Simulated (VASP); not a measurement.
# Mg (Im-3m) in VASP: single point with PBE

Aim: the single point of Mg with PBE.

All numbers are computed with VASP 6.6.1; they aren't measurements. Logs are shortened: lines on timing, memory, paths and dates and some standing lists are left out, and cuts for length are marked.

## (1) The cell of the first run

Symmetry: Im-3m, No. 229, cubic system. Conventional cell: a = 3.451 Å, b = 3.451 Å, c = 3.451 Å, α = 90.00°, β = 90.00°, γ = 90.00°. Within 3.9 Å of Mg (site symmetry m-3m) lie 14 Mg at 2.99 to 3.45 Å.

## (2) Single point, PBE (Zn replaced by Mg, lengths x 1.093, strained)

Contents of INCAR:

```
SYSTEM = Mg
PREC = Accurate
ENCUT = 520
EDIFF = 1E-6
ISMEAR = 0
SIGMA = 0.1
LREAL = .FALSE.
LASPH = .TRUE.
NELM = 100
ALGO = Fast
ISIF = 2
LWAVE = .FALSE.
LCHARG = .FALSE.
GGA = PE
NBANDS = 7
```

Contents of KPOINTS:

```
Automatic mesh
0
G
  8 8 8
  0 0 0
```

Contents of POSCAR:

```
Mg
1.0
   -1.7253453662      1.7253453662      1.7253453662
    1.7253453662     -1.7253453662      1.7253453662
    1.7253453662      1.7253453662     -1.7253453662
Mg
1
Direct
    0.0000000000      0.0000000000      0.0000000000
```

Potentials or basis: VASP PAW PBE potentials, release 64 (Mg).

Launch:

```sh
$ cat potpaw_PBE.64/Mg/POTCAR > POTCAR
$ mpirun -np 1 vasp_std > vasp.out
```

OUTCAR:

```text
SYSTEM = Mg
   PREC = Accurate
   ENCUT = 520
   EDIFF = 1E-6
   ISMEAR = 0
   LREAL = .FALSE.
   LASPH = .TRUE.
   NELM = 100
   ISIF = 2
   GGA = PE

 ion  position               nearest neighbor table
   1  0.000  0.000  0.000-

  LATTYP: Found a body centered cubic cell.
 ALAT       =     3.4506907324

  Lattice vectors:

 A1 = (  -1.7253453662,   1.7253453662,   1.7253453662)
 A2 = (   1.7253453662,  -1.7253453662,   1.7253453662)
 A3 = (   1.7253453662,   1.7253453662,  -1.7253453662)

Analysis of symmetry for initial positions (statically):
=====================================================================
 Subroutine PRICEL returns:
 Original cell was already a primitive cell.

 Routine SETGRP: Setting up the symmetry group for a
 body centered cubic supercell.

 Subroutine GETGRP returns: Found 48 space group operations
 (whereof 48 operations were pure point group operations)
 out of a pool of 48 trial point group operations.

The static configuration has the point symmetry O_h .

Analysis of symmetry for dynamics (positions and initial velocities):
=====================================================================
 Subroutine PRICEL returns:
 Original cell was already a primitive cell.

 Routine SETGRP: Setting up the symmetry group for a
 body centered cubic supercell.

 Subroutine GETGRP returns: Found 48 space group operations
 (whereof 48 operations were pure point group operations)
 out of a pool of 48 trial point group operations.

The dynamic configuration has the point symmetry O_h .

 Subroutine INISYM returns: Found 48 space group operations
 (whereof 48 operations are pure point group operations),
 and found     1 'primitive' translations

----------------------------------------------------------------------------------------

                                     Primitive cell

  volume of cell :      20.5441

  direct lattice vectors                    reciprocal lattice vectors
    -1.725345366  1.725345366  1.725345366     0.000000000  0.289797052  0.289797052
     1.725345366 -1.725345366  1.725345366     0.289797052  0.000000000  0.289797052
     1.725345366  1.725345366 -1.725345366     0.289797052  0.289797052  0.000000000

  length of vectors
     2.988385835  2.988385835  2.988385835     0.409834921  0.409834921  0.409834921

  position of ions in fractional coordinates (direct lattice)
     0.000000000  0.000000000  0.000000000

  ion indices of the primitive-cell ions
   primitive index   ion index
                 1           1

[... 69 lines left out ...]
   ENCUT  =  520.0 eV  38.22 Ry    6.18 a.u.   5.56  5.56  5.56*2*pi/ulx,y,z
   NELM   =    100;   NELMIN=  2; NELMDL= -5     # of ELM steps
   EDIFF  = 0.1E-05   stopping-criterion for ELM
   LREAL  =      F    real-space projection
   EDIFFG = 0.1E-04   stopping-criterion for IOM
   NSW    =      0    number of steps for IOM
   IBRION =     -1    ionic relax: 0-MD 1-quasi-New 2-CG
   NFREE  =      0    steps in history (QN), initial steepest desc. (CG)
   ISIF   =      2    stress and relaxation
   ISYM   =      2    0-nonsym 1-usesym 2-fastsym
   POTIM  = 0.5000    time-step for ionic-motion
   TEBEG  =    0.0;   TEEND  =   0.0 temperature during run
   PSTRESS=    0.0 pullay stress
   NELECT =       2.0000    total number of electrons
   NUPDOWN=      -1.0000    fix difference up-down
   EMIN   =  10.00;   EMAX   =-10.00  energy-range for DOS
   EFERMI =   0.00;   METHOD = LEGACY
   ISMEAR =     0;   SIGMA  =   0.10  broadening in eV -4-tet -1-fermi 0-gaus
   EFERMI_NEDOS =   21; number of points for ismear=-14 and -15
   IALGO  =     68    algorithm
   IMIX   =      4    mixing-type and parameters
     AMIX     =   0.40;   BMIX     =  1.00
     AMIX_MAG =   1.60;   BMIX_MAG =  1.00
  volume/ion in A,a.u.               =      20.54       138.64
  Fermi-wavevector in a.u.,A,eV,Ry     =   0.753105  1.423162  7.716775  0.567167
  Thomas-Fermi vector in A             =   1.850468
   LORBIT       =      0    0 simple, 1 ext, 2 COOP (PROOUT), +10 PAW based schemes
   GGA     = PE    functional components
   LHFCALC =     F    Hartree Fock is set to
   AEXX    =    0.0000 exact exchange contribution
   IVDW    =     0    specifies the selected vdW correction
   LEPSILON=     F    determine dielectric tensor
   LRPA    =     F    only Hartree local field effects (RPA)
 non-spin polarized calculation
 RMM-DIIS sequential band-by-band and
 Gauss-broadening in eV      SIGMA  =   0.10
  energy-cutoff  :      520.00
  volume of cell :       20.54
 maximum number of plane-waves:       586
 NGX is ok and might be reduce to    24
   NGX = 11   NGY = 11   NGZ = 11

 number of electron       2.0000000 magnetization

 Free energy of the ion-electron system (eV)
  ---------------------------------------------------
  ext. energy  EPLUGINS =         0.00000000
  ---------------------------------------------------
  free energy    TOTEN  =        -1.44302045 eV

  energy without entropy =       -1.44044847  energy(sigma->0) =       -1.44173446

 E-fermi :   3.1181     XC(G=0):  -8.8456

 val. band max:        3.0933098474   @ k =   0.3750   0.1250   0.1250
 cond. band min:       3.4141131540   @ k =   0.3750   0.2500   0.0000
 fundamental gap:      0.3208033066
 Fermi energy:         3.1180590460

 k-point     1 :       0.0000    0.0000    0.0000
  band No.  band energies     occupation
      1      -4.1803      2.00000
      2      17.0449      0.00000
      3      17.0449      0.00000
      4      17.0449      0.00000
      5      19.1766      0.00000
      6      19.1766      0.00000
      7      19.9351      0.00000
[... 221 lines left out ...]
 k-point    24 :      -0.3750    0.3750    0.2500
  band No.  band energies     occupation
      1       0.8213      2.00000
      2       6.6879      0.00000
      3       9.1228      0.00000
      4      10.4177      0.00000
      5      13.3578      0.00000
      6      18.6060      0.00000
      7      20.0890      0.00000

 [... further k-points ...]
[... 5 lines left out ...]
  --------------------------------------------------------------------------------------
  -------------------------------------------------------------------------------------
  Total        0.5748926      0.5748926      0.5748926     -0.0000000      0.0000000     -0.0000000
  in kB       44.8341773     44.8341773     44.8341773     -0.0000000      0.0000000     -0.0000000
  external PRESSURE =      44.8341773 kB  Pullay stress =       0.0000000 kB

 VOLUME and BASIS-vectors are now :
 -----------------------------------------------------------------------------
  energy-cutoff  :      520.00
  volume of cell :       20.54
      direct lattice vectors                 reciprocal lattice vectors
    -1.725345366  1.725345366  1.725345366     0.000000000  0.289797052  0.289797052
     1.725345366 -1.725345366  1.725345366     0.289797052  0.000000000  0.289797052
     1.725345366  1.725345366 -1.725345366     0.289797052  0.289797052  0.000000000

 POSITION                                       TOTAL-FORCE (eV/Angst)
 -----------------------------------------------------------------------------------
      0.00000      0.00000      0.00000        -0.000000      0.000000      0.000000
 -----------------------------------------------------------------------------------
    total drift:                                0.000000      0.000000      0.000000

  FREE ENERGIE OF THE ION-ELECTRON SYSTEM (eV)
  ---------------------------------------------------
  free  energy   TOTEN  =        -1.4430204523 eV

  energy  without entropy=       -1.4404484670  energy(sigma->0) =       -1.44173446
```

OSZICAR:

```text
N       E                     dE             d eps       ncg     rms          rms(c)
DAV:   1    -0.782347783224E+00   -0.78235E+00   -0.94617E+02   434   0.210E+02
DAV:   2    -0.145030770387E+01   -0.66796E+00   -0.66175E+00   525   0.118E+01
DAV:   3    -0.145245542854E+01   -0.21477E-02   -0.21477E-02   532   0.736E-01
DAV:   4    -0.145245896039E+01   -0.35319E-05   -0.35316E-05   602   0.196E-02
DAV:   5    -0.145245897277E+01   -0.12377E-07   -0.12328E-07   553   0.732E-04    0.688E-01
RMM:   6    -0.144773598876E+01    0.47230E-02   -0.15698E-04   406   0.104E-01    0.438E-01
RMM:   7    -0.144301405118E+01    0.47219E-02   -0.71192E-04   419   0.194E-01    0.234E-02
RMM:   8    -0.144302072418E+01   -0.66730E-05   -0.34989E-05   423   0.400E-02    0.553E-03
RMM:   9    -0.144302045234E+01    0.27184E-06   -0.21198E-06   431   0.843E-03
   1 F= -.14430205E+01 E0= -.14417345E+01  d E =-.257199E-02
```

Run time: 2.8 s. Hardware: 1 thread of Intel Xeon Platinum 8259CL at 2.50GHz (Skylake/Cascade Lake), shared host; peak memory 0.13 GiB.

What came out:

```
Free energy            : -1.4430 eV
Pressure               : 4.5 GPa
Band gap on the k mesh : zero (band 1 reaches 7.29 eV, above the bottom of band 2 at 2.36 eV)
```

Caveat: the cell differs from its parent crystal (Zn replaced by Mg, lengths x 1.093, strained).
